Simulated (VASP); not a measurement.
Set up this calculation in VASP 6.6.1, as the native input.

* Task: relaxation of cell and atoms
* Functional: PBE
* Potentials or basis: VASP PAW PBE potentials, release 64 (Nd_3, Y_sv, Cl), 4f in core
* Cutoff: 500 eV
* k mesh: 4 × 4 × 3
* Occupations: gaussian, width 0.2 eV
* Spin: no spin polarisation
* Dipole correction: no
* Further INCAR settings: ALGO = Normal; EDIFF = 1e-07; IBRION = 2; EDIFFG = -0.08; NSW = 36; ISIF = 3

The structure of Nd2Y2Cl lies in POSCAR:

```
Nd2Y2Cl
1.0
    5.0090307800      0.0000000000      0.0000000000
   -2.5045153900      4.3379479000      0.0000000000
    0.0000000000      0.0000000000      6.2340334400
Nd Y Cl
2 2 1
Direct
    0.3333333300      0.6666666700      0.2437167600
    0.6666666700      0.3333333300      0.2437167600
    0.3333333300      0.6666666700      0.8725689900
    0.6666666700      0.3333333300      0.8725689900
    0.0000000000      0.0000000000      0.3204962600
```

The cell was generated, and may not be a known phase.

The input as run:

INCAR

```
PREC     = Accurate       # precision mode
ENCUT    = 500            # plane-wave cutoff, eV
EDIFF    = 1E-7           # SCF threshold, eV
ISMEAR   = 0              # smearing method
SIGMA    = 0.2            # smearing width, eV
LREAL    = False          # projectors in reciprocal space
LASPH    = True           # aspherical terms in the spheres
NELM     = 200            # most SCF steps
ALGO     = Normal         # electronic algorithm
ISIF     = 3              # what is computed and relaxed
LWAVE    = False          # write WAVECAR
LCHARG   = False          # write CHGCAR
GGA      = PE             # functional
IBRION   = 2              # ionic algorithm
NSW      = 36             # ionic steps
EDIFFG   = -0.08          # ionic threshold
GGA_COMPAT= False        
NELMIN   = 4            
LMAXMIX  = 6              # l up to which the mixer works
```

KPOINTS

```
Automatic mesh
0
Gamma
  4 4 3
```

Potentials or basis: VASP PAW PBE potentials, release 64 (Nd_3, Y_sv, Cl), 4f in core.

The run is started by

```bash
$ cat potpaw_PBE.64/Nd_3/POTCAR potpaw_PBE.64/Y_sv/POTCAR potpaw_PBE.64/Cl/POTCAR > POTCAR
$ mpirun -np 1 vasp_std > vasp.out
```

It gave:

- Relaxed volume: 36.94 Å³/atom
- Relaxed cell: a = 5.757 Å, b = 5.757 Å, c = 6.435 Å, α = 90.00°, β = 90.00°, γ = 120.00°
- Space group after relaxing (to 0.1 Å): P6mm (No. 183)
- Energy gained by relaxing: 860.1 meV/atom
- Ionic steps: 12
- Pressure after relaxing: 0.1 GPa
- Largest force after relaxing: 0.026 eV/Å
- Band gap on the k mesh: zero (an odd number of electrons rules out a gap without spin polarisation)

Caveat: the k points lie up to 0.33 Å⁻¹ apart in the final cell, too coarse for converged energies and pressures of a metal; the volume moved by over 15 % at a fixed basis, so the end points are rough; spin-orbit coupling is left out, which moves the levels of the heavy elements; the 4f electrons are frozen in the core, so they carry no moment and show no levels; the run has no spin polarisation, though such a crystal can be magnetic.

It took 11 min on 1 thread of Intel(R) Xeon(R) 6975P-C (Granite Rapids), on a shared host, peak memory 0.29 GiB.
